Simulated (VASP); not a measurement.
Here is a VASP 6.6.1 calculation.

File INCAR:

```
SYSTEM = GaAs
ALGO = Normal
EDIFF = 1E-6
ENCUT = 500
GGA = LIBXC
GGA_COMPAT = .FALSE.
ISIF = 2
ISMEAR = -4
LASPH = .TRUE.
LCHARG = .TRUE.
LELF = .TRUE.
LIBXC1 = GGA_X_B88
LIBXC2 = GGA_C_PBE
LREAL = .FALSE.
LVHAR = .TRUE.
LWAVE = .FALSE.
NBANDS = 16
NELM = 120
PREC = Accurate
SIGMA = 0.05
```

Contents of KPOINTS:

```
k-points
0
G
  8 8 8
  0 0 0
```

File POSCAR:

```
GaAs
1.0
    0.0000000000      3.0451318500      3.0451318500
    3.0451318500      0.0000000000      3.0451318500
    3.0451318500      3.0451318500      0.0000000000
As Ga
1 1
Direct
    0.2500000000      0.2500000000      0.2500000000
    0.0000000000      0.0000000000      0.0000000000
```

Potentials or basis: VASP PAW PBE potentials, release 64 (As, Ga_d).

Run with:

```bash
$ cat potpaw_PBE.64/As/POTCAR potpaw_PBE.64/Ga_d/POTCAR > POTCAR
$ mpirun -np 1 vasp_std > vasp.out
```

**Question.** Predict the pressure.

**Answer.** -7.0 GPa.

**Question.** What does it give for the band gap on the k mesh?

**Answer.** Zero (filled and empty bands touch).

Caveat: the cell stands under tension; semilocal functionals underestimate gaps, so a narrow gap can read as zero; the PAW data sets were made with another functional, which shifts forces and pressure a little.
